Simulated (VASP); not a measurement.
A run of VASP 6.6.1:

File INCAR:

```
PREC     = Accurate       # precision mode
ENCUT    = 600            # plane-wave cutoff, eV
EDIFF    = 1E-6           # SCF threshold, eV
ISMEAR   = 0              # smearing method
SIGMA    = 0.1            # smearing width, eV
LREAL    = False          # projectors in reciprocal space
LASPH    = True           # aspherical terms in the spheres
NELM     = 60             # most SCF steps
ALGO     = Normal         # electronic algorithm
ISIF     = 3              # what is computed and relaxed
LWAVE    = False          # write WAVECAR
LCHARG   = False          # write CHGCAR
GGA      = PE             # functional
IBRION   = 2              # ionic algorithm
NSW      = 90             # ionic steps
EDIFFG   = -0.04          # ionic threshold
```

The input KPOINTS:

```
Automatic mesh
0
Gamma
  6 6 2
```

File POSCAR:

```
HfC5
1.0
    3.0063456200      0.0000000000      0.0000000000
   -1.5031728100      2.6035716800      0.0000000000
    0.0000000000      0.0000000000     14.2595970600
Hf C
1 5
Direct
    0.0000000000      0.0000000000      0.0000000000
    0.6666666700      0.3333333300      0.8533704300
    0.0000000000      0.0000000000      0.6760535800
    0.6666666700      0.3333333300      0.5000000000
    0.0000000000      0.0000000000      0.3239464200
    0.6666666700      0.3333333300      0.1466295700
```

Potentials or basis: VASP PAW PBE potentials, release 64 (Hf_pv, C).

The run is started by

```bash
$ cat potpaw_PBE.64/Hf_pv/POTCAR potpaw_PBE.64/C/POTCAR > POTCAR
$ mpirun -np 1 vasp_std > vasp.out
```

Hardware: 1 thread of Intel(R) Xeon(R) 6975P-C (Granite Rapids) (shared host).

Problem. Estimate the wall time of this run.

Solution. It took 12 min on 1 thread of Intel(R) Xeon(R) 6975P-C (Granite Rapids), with other jobs on the host, peak memory 0.3 GiB. Counts: scf iterations 552, k points 14, ion steps 43.
